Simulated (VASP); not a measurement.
**Mg: relaxation of cell and atoms with PBE**

Crystal: Mg.

```
Mg
1.0
     0.00000    3.31719    3.31719
     3.31719    0.00000    3.31719
     3.31719    3.31719    0.00000
Mg
3
Direct
  0.25000 0.25000 0.25000
  0.75000 0.75000 0.75000
  0.50000 0.50000 0.50000
```

```json
{
 "Program": "VASP 6.6.1",
 "Task": "relaxation of cell and atoms",
 "Functional": "PBE",
 "Potentials or basis": "VASP PAW PBE potentials, release 64 (Mg)",
 "Cutoff": "600 eV",
 "k mesh": "4 × 4 × 4",
 "Occupations": "gaussian, width 0.1 eV",
 "Spin": "no spin polarisation",
 "Dipole correction": "no",
 "Further INCAR settings": "ALGO = Normal; EDIFF = 1e-07; IBRION = 2; EDIFFG = -0.04; NSW = 90; ISIF = 3"
}
```

| Item | Value |
| --- | --- |
| Relaxed volume | 28.33 Å³/atom |
| Relaxed cell | a = 4.935 Å, b = 4.935 Å, c = 4.935 Å, α = 60.00°, β = 60.00°, γ = 60.00° |
| Space group after relaxing (to 0.05 Å) | Fm-3m (No. 225) |
| Energy gained by relaxing | 52.0 meV/atom |
| Ionic steps | 3 |
| Pressure after relaxing | -0.1 GPa |
| Band gap on the k mesh | zero (band 3 reaches 3.63 eV, above the bottom of band 4 at 0.12 eV) |

The path:
| step | energy change (eV) | largest force (eV/Å) | pressure (GPa) | volume (Å³) |
| --- | --- | --- | --- | --- |
| 1 | 0.0000 | 0.0000 | 4.84 | 73.00 |
| 2 | -0.1440 | 0.0000 | 1.15 | 81.06 |
| 3 | -0.1560 | 0.0000 | -0.12 | 85.00 |

Final structure:
```xyz
3
Lattice="0.0000 3.4897 3.4897 3.4897 0.0000 3.4897 3.4897 3.4897 0.0000" Properties=species:S:1:pos:R:3 pbc="T T T"
Mg    1.7449    1.7449    1.7449
Mg    5.2346    5.2346    5.2346
Mg    3.4897    3.4897    3.4897
```

Levels at points of the mesh, in eV from the Fermi level:
| k point | band 1 | band 2 | band 3 | band 4 | band 5 | band 6 | band 7 |
| --- | --- | --- | --- | --- | --- | --- | --- |
| (0.00, 0.00, 0.00) | -6.21 | 2.02 | 2.02 | 2.02 | 2.37 | 2.37 | 2.37 |
| (0.50, 0.00, 0.00) | -4.29 | -3.56 | 1.11 | 1.11 | 2.17 | 2.17 | 2.25 |
| (0.50, 0.50, 0.00) | -3.35 | -3.17 | -0.51 | -0.51 | -0.25 | 1.19 | 7.34 |

Wall time 57 s on 1 thread of AMD EPYC 7R13 (shared host), peak memory 0.2 GiB.

Caveat: the k points lie up to 0.39 Å⁻¹ apart in the final cell; the volume moved by over 15 % at a fixed basis, so the end points are rough.
